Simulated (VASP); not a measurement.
Wanted: the native input for a VASP 6.6.1 run.

| Quantity | Value |
| --- | --- |
| Task | single point |
| Functional | PBE |
| Potentials or basis | VASP PAW PBE potentials, release 64 (In_d) |
| Cutoff | 520 eV |
| k mesh | 10 × 10 × 10 |
| Occupations | fermi-dirac, width 0.1 eV |
| Spin | no spin polarisation |
| Dipole correction | no |
| Further INCAR settings | ALGO = Normal; EDIFF = 1e-07; NBANDS = 12 |

The structure of In lies in POSCAR:

```
In
1.0
   -1.5979143377      1.5979143377      2.4317647801
    1.5979143377     -1.5979143377      2.4317647801
    1.5979143377      1.5979143377     -2.4317647801
In
1
Direct
    0.0000000000      0.0000000000      0.0000000000
```

The input as run:

INCAR

```
ALGO = Normal ; EDIFF = 1E-7
ENCUT = 520 ; GGA = PE
ISIF = 2 ; ISMEAR = -1
LASPH = True ; LCHARG = True
LELF = True ; LREAL = False
LVHAR = True ; LWAVE = False
NBANDS = 12 ; NELM = 80
PREC = Accurate ; SIGMA = 0.1
```

KPOINTS

```
k-points
0
Gamma
  10 10 10
```

Potentials or basis: VASP PAW PBE potentials, release 64 (In_d).

Run with:

```bash
$ cat potpaw_PBE.64/In_d/POTCAR > POTCAR
$ mpirun -np 1 vasp_std > vasp.out
```

Results of the run:

* Pressure: 4.6 GPa

It took 45 s on 1 thread of Intel Xeon 8259CL, on a shared host, peak memory 0.17 GiB.
